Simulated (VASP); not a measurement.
# Si (I4_1/amd) in VASP: notebook

The runs below take Si through single point, with r2SCAN.

Program: VASP 6.6.1. These are calculated values, not measurements. Logs are shortened: lines on timing, memory, paths and dates and some standing lists are left out, and cuts for length are marked.

### Step 1. The cell of the first run

Symmetry: I4_1/amd, No. 141, tetragonal system. Conventional cell: a = 5.122 Å, b = 5.122 Å, c = 2.446 Å, α = 90.00°, β = 90.00°, γ = 90.00°. Si (site symmetry -4m2) has 10 Si at 2.45 to 3.15 Å within 3.2 Å.

### Step 2. Single point, r2SCAN (strain +0.080 along x and y, -0.080 along z)

Contents of POSCAR:

```
Si
1.0
   -2.5610820889      2.5610820889      1.2229241587
    2.5610820889     -2.5610820889      1.2229241587
    2.5610820889      2.5610820889     -1.2229241587
Si
2
Direct
    0.2500000000      0.7500000000      0.5000000000
    0.5000000000      0.5000000000      0.0000000000
```

Contents of INCAR.step1:

```
SYSTEM = Si
PREC = Accurate
ENCUT = 520
ISMEAR = 0
SIGMA = 0.15
LREAL = .False.
LASPH = .True.
NELM = 100
NBANDS = 11
GGA = PE
ALGO = Normal
EDIFF = 1E-4
LWAVE = .True.
LCHARG = .False.
```

Contents of INCAR.step2:

```
SYSTEM = Si
PREC = Accurate
ENCUT = 520
EDIFF = 1E-6
ISMEAR = 0
SIGMA = 0.15
LREAL = .False.
LASPH = .True.
NELM = 100
ALGO = Normal
ISIF = 2
LWAVE = .False.
LCHARG = .False.
METAGGA = R2SCAN
LMIXTAU = .True.
NBANDS = 11
ISTART = 1
```

Contents of KPOINTS:

```
regular mesh
0
Gamma
  20 20 20
  0 0 0
```

Potentials or basis: VASP PAW PBE potentials, release 64 (Si).

Run with:

```
$ cat potpaw_PBE.64/Si/POTCAR > POTCAR
$ cp INCAR.step1 INCAR
$ mpirun -np 1 vasp_std > vasp.out
$ cp INCAR.step2 INCAR
$ mpirun -np 1 vasp_std > vasp.out
```

OUTCAR:

```text
SYSTEM = Si
   PREC = Accurate
   ENCUT = 520
   EDIFF = 1E-6
   ISMEAR = 0
   LREAL = .False.
   LASPH = .True.
   NELM = 100
   ISIF = 2
   METAGGA = R2SCAN
   ISTART = 1

 ion  position               nearest neighbor table
   1  0.250  0.750  0.500-   2 2.63   2 2.63   2 2.63   2 2.63
   2  0.500  0.500  0.000-   1 2.63   1 2.63   1 2.63   1 2.63

  LATTYP: Found a body centered tetragonal cell.
 ALAT       =     5.1221641778
 C/A-ratio  =     0.4775029133

  Lattice vectors:

 A1 = (  -2.5610820889,   2.5610820889,   1.2229241587)
 A2 = (   2.5610820889,  -2.5610820889,   1.2229241587)
 A3 = (   2.5610820889,   2.5610820889,  -1.2229241587)

Analysis of symmetry for initial positions (statically):
=====================================================================
 Subroutine PRICEL returns:
 Original cell was already a primitive cell.

 Routine SETGRP: Setting up the symmetry group for a
 body centered tetragonal supercell.

 Subroutine GETGRP returns: Found 16 space group operations
 (whereof  8 operations were pure point group operations)
 out of a pool of 16 trial point group operations.

The static configuration has the point symmetry D_2d.
 The point group associated with its full space group is D_4h.

Analysis of symmetry for dynamics (positions and initial velocities):
=====================================================================
 Subroutine PRICEL returns:
 Original cell was already a primitive cell.

 Routine SETGRP: Setting up the symmetry group for a
 body centered tetragonal supercell.

 Subroutine GETGRP returns: Found 16 space group operations
 (whereof  8 operations were pure point group operations)
 out of a pool of 16 trial point group operations.

The dynamic configuration has the point symmetry D_2d.
 The point group associated with its full space group is D_4h.

 Subroutine INISYM returns: Found 16 space group operations
 (whereof  8 operations are pure point group operations),
 and found     1 'primitive' translations

----------------------------------------------------------------------------------------

                                     Primitive cell

  volume of cell :      32.0853

  direct lattice vectors                    reciprocal lattice vectors
    -2.561082089  2.561082089  1.222924159     0.000000000  0.195229978  0.408856098
     2.561082089 -2.561082089  1.222924159     0.195229978  0.000000000  0.408856098
     2.561082089  2.561082089 -1.222924159     0.195229978  0.195229978  0.000000000

  length of vectors
[... 91 lines left out ...]
   TEBEG  =    0.0;   TEEND  =   0.0 temperature during run
   PSTRESS=    0.0 pullay stress
   NELECT =       8.0000    total number of electrons
   NUPDOWN=      -1.0000    fix difference up-down
   EMIN   =  10.00;   EMAX   =-10.00  energy-range for DOS
   EFERMI =   0.00;   METHOD = LEGACY
   ISMEAR =     0;   SIGMA  =   0.15  broadening in eV -4-tet -1-fermi 0-gaus
   EFERMI_NEDOS =   21; number of points for ismear=-14 and -15
   IALGO  =     38    algorithm
   IMIX   =      4    mixing-type and parameters
     AMIX     =   0.40;   BMIX     =  1.00
     AMIX_MAG =   1.60;   BMIX_MAG =  1.00
  volume/ion in A,a.u.               =      16.04       108.26
  Fermi-wavevector in a.u.,A,eV,Ry     =   1.030392  1.947159 14.445422  1.061709
  Thomas-Fermi vector in A             =   2.164488
   LORBIT       =      0    0 simple, 1 ext, 2 COOP (PROOUT), +10 PAW based schemes
   METAGGA = R2SCAN    functional components
   LHFCALC =     F    Hartree Fock is set to
   AEXX    =    0.0000 exact exchange contribution
   IVDW    =     0    specifies the selected vdW correction
   LEPSILON=     F    determine dielectric tensor
   LRPA    =     F    only Hartree local field effects (RPA)
 non-spin polarized calculation
 Gauss-broadening in eV      SIGMA  =   0.15
  energy-cutoff  :      520.00
  volume of cell :       32.09
 maximum number of plane-waves:       888
   NGX = 15   NGY = 15   NGZ = 15

 number of electron       7.9999999 magnetization

 Free energy of the ion-electron system (eV)
  ---------------------------------------------------
  ext. energy  EPLUGINS =         0.00000000
  ---------------------------------------------------
  free energy    TOTEN  =       -16.50254673 eV

  energy without entropy =      -16.49262804  energy(sigma->0) =      -16.49758738

 E-fermi :   8.4642     XC(G=0): -11.2507

 val. band max:        8.4633388872   @ k =   0.4500   0.4000   0.0500
 cond. band min:       8.4722316834   @ k =   0.4000   0.3000   0.1000
 fundamental gap:      0.0088927962
 Fermi energy:         8.4641530630

 k-point     1 :       0.0000    0.0000    0.0000
  band No.  band energies     occupation
      1      -5.5874      2.00000
      2       4.1466      2.00000
      3       5.1117      2.00000
      4       5.1117      2.00000
      5      10.2168      0.00000
      6      15.7850      0.00000
      7      15.7850      0.00000
      8      16.0094      0.00000
      9      18.1986      0.00000
     10      21.4538      0.00000
     11      21.7839      0.00000
[... 309 lines left out ...]
 k-point    24 :      -0.3500    0.0500    0.0000
  band No.  band energies     occupation
      1      -2.5902      2.00000
      2       3.4435      2.00000
      3       5.8462      2.00000
      4       8.4259      1.28184
      5      10.5160      0.00000
      6      11.7250      0.00000
      7      13.0809      0.00000
      8      14.2380      0.00000
      9      15.7892      0.00000
     10      17.1573      0.00000
     11      18.7364      0.00000

 [... further k-points ...]

------------------------ aborting loop because EDIFF is reached ----------------------------------------

  FORCE on cell =-STRESS in cart. coord.  units (eV):
  Direction    XX          YY          ZZ          XY          YZ          ZX
  --------------------------------------------------------------------------------------
  -------------------------------------------------------------------------------------
  Total       -1.8079609     -1.8079609      1.5474558      0.0000000     -0.0000000      0.0000000
  in kB      -90.2803243    -90.2803243     77.2720286      0.0000000     -0.0000000      0.0000000
  external PRESSURE =     -34.4295400 kB  Pullay stress =       0.0000000 kB

 VOLUME and BASIS-vectors are now :
 -----------------------------------------------------------------------------
  energy-cutoff  :      520.00
  volume of cell :       32.09
      direct lattice vectors                 reciprocal lattice vectors
    -2.561082089  2.561082089  1.222924159     0.000000000  0.195229978  0.408856098
     2.561082089 -2.561082089  1.222924159     0.195229978  0.000000000  0.408856098
     2.561082089  2.561082089 -1.222924159     0.195229978  0.195229978  0.000000000

 POSITION                                       TOTAL-FORCE (eV/Angst)
 -----------------------------------------------------------------------------------
      2.56108      0.00000      0.61146         0.000000      0.000000     -0.000000
      0.00000      0.00000      1.22292        -0.000000     -0.000000      0.000000
 -----------------------------------------------------------------------------------
    total drift:                                0.000000      0.000000      0.000000

  FREE ENERGIE OF THE ION-ELECTRON SYSTEM (eV)
  ---------------------------------------------------
  free  energy   TOTEN  =       -16.5025467291 eV

  energy  without entropy=      -16.4926280364  energy(sigma->0) =      -16.49758738
```

Run time: 4.1 min. Hardware: 1 thread of Intel Xeon 6975P-C (Granite Rapids), shared host; peak memory 0.29 GiB.

Results:

- Free energy: -16.5025 eV
- Pressure: -3.4 GPa
- Band gap on the k mesh: zero (bands 4 and 5 overlap by 4.83 eV)

Levels at points of the mesh, in eV from the Fermi level:
```csv
k point,band 2,band 3,band 4,band 5,band 6,band 7
"(0.00, 0.00, 0.00)",-4.32,-3.35,-3.35,1.75,7.32,7.32
"(0.50, 0.00, 0.00)",-6.32,-2.67,-1.36,-0.70,1.88,4.55
"(0.50, 0.50, 0.00)",-11.24,-0.63,-0.63,1.11,1.11,11.37
"(0.50, 0.50, 0.50)",-9.47,-6.92,-6.92,9.24,9.24,10.69
```

Caveat: the cell differs from its parent crystal (strain +0.080 along x and y, -0.080 along z); the cell stands under tension; the PAW data sets were made with another functional, which shifts forces and pressure a little.

### Step 3. Single point, r2SCAN (strain +0.000 along x and y, +0.080 along z)

Contents of POSCAR:

```
Si
1.0
   -2.3713723045      2.3713723045      1.4356066211
    2.3713723045     -2.3713723045      1.4356066211
    2.3713723045      2.3713723045     -1.4356066211
Si
2
Direct
    0.2500000000      0.7500000000      0.5000000000
    0.5000000000      0.5000000000      0.0000000000
```

Contents of INCAR.step1:

```
SYSTEM = Si
  PREC = Accurate
  ENCUT = 520
  ISMEAR = 0
  SIGMA = 0.15
  LREAL = .False.
  LASPH = .True.
  NELM = 100
  NBANDS = 11
  GGA = PE
  ALGO = Normal
  EDIFF = 1E-4
  LWAVE = .True.
  LCHARG = .False.
```

Contents of INCAR.step2:

```
SYSTEM = Si
  PREC = Accurate
  ENCUT = 520
  EDIFF = 1E-6
  ISMEAR = 0
  SIGMA = 0.15
  LREAL = .False.
  LASPH = .True.
  NELM = 100
  ALGO = Normal
  ISIF = 2
  LWAVE = .False.
  LCHARG = .False.
  METAGGA = R2SCAN
  LMIXTAU = .True.
  NBANDS = 11
  ISTART = 1
```

KPOINTS is that of step 2.

Potentials or basis: VASP PAW PBE potentials, release 64 (Si).

Run with:

```
$ cat potpaw_PBE.64/Si/POTCAR > POTCAR
$ cp INCAR.step1 INCAR
$ mpirun -np 1 vasp_std > vasp.out
$ cp INCAR.step2 INCAR
$ mpirun -np 1 vasp_std > vasp.out
```

Wall time 5.6 min (1 thread of Intel Xeon 6975P-C (Granite Rapids), shared host); peak memory 0.3 GiB.

It converged, with:

```yaml
Free_energy: -16.6338 eV
Pressure: -4.0 GPa
Band_gap_on_the_k_mesh: zero (bands 4 and 5 overlap by 7.16 eV)
```

Stress tensor (GPa, compression positive):
```
-2.94  0.00  0.00
 0.00 -2.94  0.00
 0.00  0.00 -6.20
```

Levels at points of the mesh, in eV from the Fermi level:
```
           k point  band 2  band 3  band 4  band 5  band 6  band 7
(0.00, 0.00, 0.00)   -2.09   -2.09   -0.83    2.45    6.65    7.56
(0.50, 0.00, 0.00)   -7.12   -2.24   -1.87   -1.58    1.42    4.79
(0.50, 0.50, 0.00)  -10.63    0.78    0.78    3.80    3.80    6.79
(0.50, 0.50, 0.50)   -7.99   -6.60   -6.60    3.98    3.98   13.62
```

Caveat: the cell differs from its parent crystal (strain +0.000 along x and y, +0.080 along z); the cell stands under tension; the PAW data sets were made with another functional, which shifts forces and pressure a little.

### Step 4. Single point, r2SCAN (strain +0.040 along x and y, +0.000 along z)

Contents of POSCAR:

```
Si
1.0
   -2.4662271967      2.4662271967      1.3292653899
    2.4662271967     -2.4662271967      1.3292653899
    2.4662271967      2.4662271967     -1.3292653899
Si
2
Direct
    0.2500000000      0.7500000000      0.5000000000
    0.5000000000      0.5000000000      0.0000000000
```

Contents of INCAR.step1:

```
PREC = Accurate
ENCUT = 520
ISMEAR = 0
SIGMA = 0.15
LREAL = F
LASPH = T
NELM = 60
NBANDS = 11
GGA = PE
ALGO = Normal
EDIFF = 1E-4
LWAVE = T
LCHARG = F
```

Contents of INCAR.step2:

```
PREC = Accurate
ENCUT = 520
EDIFF = 1E-6
ISMEAR = 0
SIGMA = 0.15
LREAL = F
LASPH = T
NELM = 60
ALGO = Normal
ISIF = 2
LWAVE = F
LCHARG = F
METAGGA = R2SCAN
LMIXTAU = T
NBANDS = 11
ISTART = 1
```

Contents of KPOINTS:

```
regular mesh
0
Gamma
  20 20 20
```

Potentials or basis: VASP PAW PBE potentials, release 64 (Si).

Run with:

```
$ cat potpaw_PBE.64/Si/POTCAR > POTCAR
$ cp INCAR.step1 INCAR
$ mpirun -np 1 vasp_std > vasp.out
$ cp INCAR.step2 INCAR
$ mpirun -np 1 vasp_std > vasp.out
```

OUTCAR:

```text
PREC = Accurate
   ENCUT = 520
   EDIFF = 1E-6
   ISMEAR = 0
   LREAL = F
   LASPH = T
   NELM = 60
   ISIF = 2
   METAGGA = R2SCAN
   ISTART = 1

 ion  position               nearest neighbor table
   1  0.250  0.750  0.500-   2 2.55   2 2.55   2 2.55   2 2.55
   2  0.500  0.500  0.000-   1 2.55   1 2.55   1 2.55   1 2.55

  LATTYP: Found a body centered tetragonal cell.
 ALAT       =     4.9324543934
 C/A-ratio  =     0.5389874022

  Lattice vectors:

 A1 = (  -2.4662271967,   2.4662271967,   1.3292653899)
 A2 = (   2.4662271967,  -2.4662271967,   1.3292653899)
 A3 = (   2.4662271967,   2.4662271967,  -1.3292653899)

Analysis of symmetry for initial positions (statically):
=====================================================================
 Subroutine PRICEL returns:
 Original cell was already a primitive cell.

 Routine SETGRP: Setting up the symmetry group for a
 body centered tetragonal supercell.

 Subroutine GETGRP returns: Found 16 space group operations
 (whereof  8 operations were pure point group operations)
 out of a pool of 16 trial point group operations.

The static configuration has the point symmetry D_2d.
 The point group associated with its full space group is D_4h.

Analysis of symmetry for dynamics (positions and initial velocities):
=====================================================================
 Subroutine PRICEL returns:
 Original cell was already a primitive cell.

 Routine SETGRP: Setting up the symmetry group for a
 body centered tetragonal supercell.

 Subroutine GETGRP returns: Found 16 space group operations
 (whereof  8 operations were pure point group operations)
 out of a pool of 16 trial point group operations.

The dynamic configuration has the point symmetry D_2d.
 The point group associated with its full space group is D_4h.

 Subroutine INISYM returns: Found 16 space group operations
 (whereof  8 operations are pure point group operations),
[... 120 lines left out ...]
   LORBIT       =      0    0 simple, 1 ext, 2 COOP (PROOUT), +10 PAW based schemes
   METAGGA = R2SCAN    functional components
   LHFCALC =     F    Hartree Fock is set to
   AEXX    =    0.0000 exact exchange contribution
   IVDW    =     0    specifies the selected vdW correction
   LEPSILON=     F    determine dielectric tensor
   LRPA    =     F    only Hartree local field effects (RPA)
 non-spin polarized calculation
 Gauss-broadening in eV      SIGMA  =   0.15
  energy-cutoff  :      520.00
  volume of cell :       32.34
 maximum number of plane-waves:       888
   NGX = 13   NGY = 13   NGZ = 13

 number of electron       8.0000001 magnetization

 Free energy of the ion-electron system (eV)
  ---------------------------------------------------
  ext. energy  EPLUGINS =         0.00000000
  ---------------------------------------------------
  free energy    TOTEN  =       -16.64248090 eV

  energy without entropy =      -16.63446420  energy(sigma->0) =      -16.63847255

 E-fermi :   8.4184     XC(G=0): -11.2318

 val. band max:        8.4141227510   @ k =   0.4500   0.3500   0.0000
 cond. band min:       8.4212203689   @ k =  -0.2500   0.1000   0.0500
 fundamental gap:      0.0070976180
 Fermi energy:         8.4183515694

 k-point     1 :       0.0000    0.0000    0.0000
  band No.  band energies     occupation
      1      -5.5379      2.00000
      2       5.7151      2.00000
      3       5.7151      2.00000
      4       5.8413      2.00000
      5      10.5125      0.00000
      6      16.2825      0.00000
      7      17.1222      0.00000
      8      17.1222      0.00000
      9      18.2465      0.00000
     10      18.9064      0.00000
     11      19.4664      0.00000
[... 309 lines left out ...]
 k-point    24 :      -0.3500    0.0500    0.0000
  band No.  band energies     occupation
      1      -2.8417      2.00000
      2       3.9454      2.00000
      3       5.8080      2.00000
      4       7.2685      2.00000
      5      10.1108      0.00000
      6      12.3711      0.00000
      7      12.8423      0.00000
      8      13.3808      0.00000
      9      16.0233      0.00000
     10      16.5560      0.00000
     11      20.1114      0.00000

 [... further k-points ...]

------------------------ aborting loop because EDIFF is reached ----------------------------------------

  FORCE on cell =-STRESS in cart. coord.  units (eV):
  Direction    XX          YY          ZZ          XY          YZ          ZX
  --------------------------------------------------------------------------------------
  -------------------------------------------------------------------------------------
  Total       -1.3857249     -1.3857249     -0.8718050      0.0000000      0.0000000      0.0000000
  in kB      -68.6514537    -68.6514537    -43.1908855      0.0000000      0.0000000      0.0000000
  external PRESSURE =     -60.1645976 kB  Pullay stress =       0.0000000 kB

 VOLUME and BASIS-vectors are now :
 -----------------------------------------------------------------------------
  energy-cutoff  :      520.00
  volume of cell :       32.34
      direct lattice vectors                 reciprocal lattice vectors
    -2.466227197  2.466227197  1.329265390     0.000000000  0.202738823  0.376147610
     2.466227197 -2.466227197  1.329265390     0.202738823  0.000000000  0.376147610
     2.466227197  2.466227197 -1.329265390     0.202738823  0.202738823  0.000000000

 POSITION                                       TOTAL-FORCE (eV/Angst)
 -----------------------------------------------------------------------------------
      2.46623      0.00000      0.66463        -0.000000      0.000000     -0.000000
      0.00000      0.00000      1.32927         0.000000     -0.000000      0.000000
 -----------------------------------------------------------------------------------
    total drift:                                0.000000      0.000000      0.000000

  FREE ENERGIE OF THE ION-ELECTRON SYSTEM (eV)
  ---------------------------------------------------
  free  energy   TOTEN  =       -16.6424809016 eV

  energy  without entropy=      -16.6344642017  energy(sigma->0) =      -16.63847255
```

Run time: 5 min. Hardware: 1 thread of Intel Xeon 6975P-C (Granite Rapids), shared host; peak memory 0.29 GiB.

What came out:

```yaml
Free_energy: -16.6425 eV
Pressure: -6.0 GPa
Band_gap_on_the_k_mesh: zero (bands 4 and 5 overlap by 6.10 eV)
```

Stress tensor (GPa, compression positive):
```
-6.87  0.00  0.00
 0.00 -6.87  0.00
 0.00  0.00 -4.32
```

Caveat: the cell differs from its parent crystal (strain +0.040 along x and y, +0.000 along z); the cell stands under tension; the PAW data sets were made with another functional, which shifts forces and pressure a little.

(Continued in part 2 of 2.)
